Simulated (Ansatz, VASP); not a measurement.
## Ta2N in VASP and in Ansatz

Contents of INCAR:

```
PREC = Accurate
ENCUT = 520
EDIFF = 1E-7
ISMEAR = 0
SIGMA = 0.15
LREAL = False
LASPH = True
NELM = 60
ALGO = Normal
ISIF = 2
LWAVE = False
LCHARG = False
GGA = PS
NBANDS = 20
```

KPOINTS

```
regular mesh
0
Gamma
  18 18 10
```

POSCAR

```
Ta2N
1.0
    2.9959001187      0.0000000000      0.0000000000
   -1.4979500594      2.5945256100      0.0000000000
    0.0000000000      0.0000000000      5.2964518199
Ta N
2 1
Direct
    0.6666666667      0.3333333333      0.7463700642
    0.3333333333      0.6666666667      0.2536299358
    0.0000000000      0.0000000000      0.0000000000
```

Input for Ansatz:

```yaml
crystal:
  lattice:
    - [2.9959001187, 0.0, 0.0]
    - [-1.4979500594, 2.59452561, 0.0]
    - [0.0, 0.0, 5.2964518199]
  atoms:
    - { symbol: Ta, position: [0.6666666667, 0.3333333333, 0.7463700642] }
    - { symbol: Ta, position: [0.3333333333, 0.6666666667, 0.2536299358] }
    - { symbol: "N", position: [0.0, 0.0, 0.0] }
basis:
  ecutwfc: 520.0
kpoints:
  mp_grid: { grid: [18, 18, 10] }
hamiltonian:
  xc: pbesol
  pseudopotentials: { kind: paw, azcp: { folder: soft_1 } }
scf:
  occupations: { method: gaussian, width: 0.15 }
output:
  forces: true
  stress: true
  eigenvalues: true
```

Alike in both runs: task single point; functional PBEsol; k mesh 18 × 18 × 10; occupations gaussian, width 0.15 eV; no spin polarisation.

```csv
,VASP,Ansatz
version,VASP 6.6.1,Ansatz 0.2.0
potentials or method,"VASP PAW PBE potentials, release 64 (Ta_pv, N), cutoff 520 eV","scalar-relativistic, plane waves, PAW"
valence electrons in the cell,27,31
```

```tsv
	VASP	Ansatz	Ansatz less VASP
gap on the k mesh at the Fermi level (eV)	none	none	-
pressure (GPa)	-8.9	-9.4	-0.49
traceless stress, the component that is largest in VASP (GPa)	-14.52	-14.52	-0.003
rms of the force components (eV/Å)	0.242	0.218	-0.0238
```

VASP's potentials were made for PBE, not for PBEsol, and Ansatz warns of the same on its side. Atom by atom the forces differ by 0.024 eV/Å (rms over components). A gap of «none» marks a metal or a gap that the smearing closes. VASP's potentials hold 27 valence electrons a cell and Ansatz's 31, so a difference there can come from the potentials and not from the codes.

Spin-orbit coupling is off throughout.
